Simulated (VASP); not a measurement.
A run of VASP 6.6.1 is set up as follows.

File INCAR:

```
SYSTEM = HfB
PREC = Accurate ; ENCUT = 500
EDIFF = 1E-6 ; ISMEAR = -1
SIGMA = 0.05 ; LREAL = .False.
LASPH = .True. ; NELM = 120
ALGO = Normal ; ISIF = 2
LWAVE = .False. ; LCHARG = .False.
GGA = PE ; NBANDS = 14
GGA_COMPAT = .False.
```

Contents of KPOINTS:

```
regular mesh
0
Gamma
  11 11 11
  0 0 0
```

Contents of POSCAR:

```
HfB
1.0
    0.0000000000      2.3100000000      2.3100000000
    2.3100000000      0.0000000000      2.3100000000
    2.3100000000      2.3100000000      0.0000000000
Hf B
1 1
Direct
    0.4850000000      0.4850000000      0.5150000000
    0.0150000000      0.0150000000     -0.0150000000
```

Potentials or basis: VASP PAW PBE potentials, release 64 (Hf_pv, B).

Command:

```sh
$ cat potpaw_PBE.64/Hf_pv/POTCAR potpaw_PBE.64/B/POTCAR > POTCAR
$ mpirun -np 1 vasp_std > vasp.out
```

Estimate the largest force.

1.675 eV/Å.

What does it give for the pressure?

32.0 GPa.

Stress tensor (GPa, compression positive):
```
29.80  0.00  0.00
 0.00 29.80  0.00
 0.00  0.00 36.51
```

Caveat: the cell differs from its parent crystal (shortest bond scaled by 0.94); forces of over 1 eV/Å act on the atoms, so gaps and moduli don't describe the material at rest.
